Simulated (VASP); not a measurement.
Input of a VASP 6.6.1 run:

File POSCAR:

```
InP
1.0
    0.0000000000      2.9040169710      2.9040169710
    2.9040169710      0.0000000000      2.9040169710
    2.9040169710      2.9040169710      0.0000000000
In P
1 1
Direct
    0.0000000000      0.0000000000      0.0000000000
    0.7500000000      0.7500000000      0.7500000000
```

INCAR.step1

```
PREC = Accurate
ENCUT = 520
ISMEAR = 0
SIGMA = 0.05
LREAL = False
LASPH = True
NELM = 80
NBANDS = 16
GGA = PE
ALGO = Normal
EDIFF = 1E-4
LWAVE = True
LCHARG = False
```

Contents of INCAR.step2:

```
PREC = Accurate
ENCUT = 520
EDIFF = 1E-7
ISMEAR = 0
SIGMA = 0.05
LREAL = False
LASPH = True
NELM = 80
ALGO = Normal
ISIF = 2
LWAVE = False
LCHARG = True
METAGGA = R2SCAN
LMIXTAU = True
IVDW = 13
VDW_S6 = 1.0
VDW_S8 = 0.6018749
VDW_A1 = 0.51559235
VDW_A2 = 5.77342911
LELF = True
LVHAR = True
NBANDS = 16
ISTART = 1
```

KPOINTS

```
Automatic mesh
0
Gamma
  8 8 8
```

Potentials or basis: VASP PAW PBE potentials, release 64 (In_d, P).

Launch:

```bash
$ cat potpaw_PBE.64/In_d/POTCAR potpaw_PBE.64/P/POTCAR > POTCAR
$ cp INCAR.step1 INCAR
$ mpirun -np 1 vasp_std > vasp.out
$ cp INCAR.step2 INCAR
$ mpirun -np 1 vasp_std > vasp.out
```

(1) What does it give for the band gap on the k mesh?

(2) Predict the pressure.

## Answers

(1) 1.33 eV, direct.

(2) 3.0 GPa.

Caveat: the PAW data sets were made with another functional, which shifts forces and pressure a little; spin-orbit coupling is left out, which moves the levels of the heavy elements.
